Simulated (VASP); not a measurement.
Here is a VASP 6.6.1 calculation.

POSCAR

```
Co
1.0
    2.3471500000      0.0000000000      0.0000000000
   -1.1735800000      2.0326900000      0.0000000000
    0.0000000000      0.0000000000     23.8000000000
Co
1
Direct
    0.0000000000      0.0000000000      0.2941200000
```

The input INCAR.step1:

```
SYSTEM = Co
PREC = Accurate
ENCUT = 520
EDIFF = 1E-7
ISMEAR = -1
SIGMA = 0.05
LREAL = .False.
LASPH = .True.
NELM = 150
ALGO = Normal
ISIF = 2
LWAVE = .False.
LCHARG = .True.
ISPIN = 2
MAGMOM = 2
LMAXMIX = 4
LDIPOL = .True.
IDIPOL = 3
DIPOL = 0.5 0.5 0.294
GGA = PE
NBANDS = 14
```

KPOINTS.step1

```
regular mesh
0
Gamma
  13 13 1
  0 0 0
```

INCAR.step2

```
SYSTEM = Co
PREC = Accurate
ENCUT = 520
EDIFF = 1E-7
ISMEAR = -5
SIGMA = 0.05
LREAL = .False.
LASPH = .True.
NELM = 150
ALGO = Normal
ISIF = 2
LWAVE = .False.
LCHARG = .False.
ISPIN = 2
MAGMOM = 2
LORBIT = 10
LMAXMIX = 4
LDIPOL = .True.
IDIPOL = 3
DIPOL = 0.5 0.5 0.294
GGA = PE
NEDOS = 1001
ICHARG = 11
```

The input KPOINTS.step2:

```
regular mesh
0
Gamma
  20 20 1
  0 0 0
```

Potentials or basis: VASP PAW PBE potentials, release 64 (Co).

Command:

```bash
$ cat potpaw_PBE.64/Co/POTCAR > POTCAR
$ cp INCAR.step1 INCAR
$ cp KPOINTS.step1 KPOINTS
$ mpirun -np 1 vasp_std > vasp.out
$ cp INCAR.step2 INCAR
$ cp KPOINTS.step2 KPOINTS
$ mpirun -np 1 vasp_std > vasp.out
```

Estimate the net moment.

1.72 μB per cell.

What does it give for the site moments?

Co +1.83 μB.
